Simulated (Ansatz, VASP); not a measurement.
**Two plane-wave programs on WS**

The input INCAR:

```
ALGO     = Normal         # electronic algorithm
EDIFF    = 1E-6           # SCF threshold, eV
ENCUT    = 520            # plane-wave cutoff, eV
GGA      = PE             # functional
ISIF     = 2              # what is computed and relaxed
ISMEAR   = 0              # smearing method
LASPH    = T              # aspherical terms in the spheres
LCHARG   = F              # write CHGCAR
LDAU     = T              # DFT+U
LDAUJ    = 0 0          
LDAUL    = 2 -1           # shell
LDAUPRINT= 1            
LDAUTYPE = 2            
LDAUU    = 6.2 0          # U, eV
LMAXMIX  = 4              # l up to which the mixer works
LREAL    = F              # projectors in reciprocal space
LWAVE    = F              # write WAVECAR
NBANDS   = 17             # bands
NELM     = 150            # most SCF steps
PREC     = Accurate       # precision mode
SIGMA    = 0.1            # smearing width, eV
```

Contents of KPOINTS:

```
k-points
0
Gamma
  14 14 14
```

POSCAR

```
WS
1.0
    0.0000000000      2.7419823685      2.7419823685
    2.7419823685      0.0000000000      2.7419823685
    2.7419823685      2.7419823685      0.0000000000
W S
1 1
Direct
    0.0000000000      0.0000000000      0.0000000000
    0.5000000000      0.5000000000      0.5000000000
```

Input for Ansatz:

```yaml
crystal:
  lattice:
    - [0.0, 2.7419823685, 2.7419823685]
    - [2.7419823685, 0.0, 2.7419823685]
    - [2.7419823685, 2.7419823685, 0.0]
  atoms:
    - { symbol: W, position: [0.0, 0.0, 0.0] }
    - { symbol: S, position: [0.5, 0.5, 0.5] }
basis:
  ecutwfc: 420
kpoints:
  mp_grid: { grid: [14, 14, 14] }
hamiltonian:
  xc: pbe
  hubbard: { sites: [{ species: W, l: d, u_eff: 6.2 }] }
scf:
  occupations: { method: gaussian, width: 0.1 }
output:
  forces: true
  stress: true
  eigenvalues: true
```

Alike in both runs: task single point; functional PBE; k mesh 14 × 14 × 14; occupations gaussian, width 0.1 eV; no spin polarisation; Hubbard terms W d U = 6.2 eV.

|  | VASP | Ansatz |
| --- | --- | --- |
| version | VASP 6.6.1 | Ansatz 0.2.0 |
| potentials or method | VASP PAW PBE potentials, release 64 (W_sv, S), cutoff 520 eV | scalar-relativistic, plane waves, PAW |
| valence electrons in the cell | 20 | 20 |

VASP gave:

```
gap on the k mesh at the Fermi level (eV) : none
pressure (GPa)                            : -19.5
```

Q: Estimate Ansatz's values.

A: gap on the k mesh at the Fermi level (eV): none; pressure (GPa): -18.5.

The programs project onto different local orbitals, so the same U acts differently, and such runs can settle in different states. A gap of «none» marks a metal or a gap that the smearing closes. Ansatz's warnings: filled band counts differ across k points.

Neither program's run includes spin-orbit coupling.
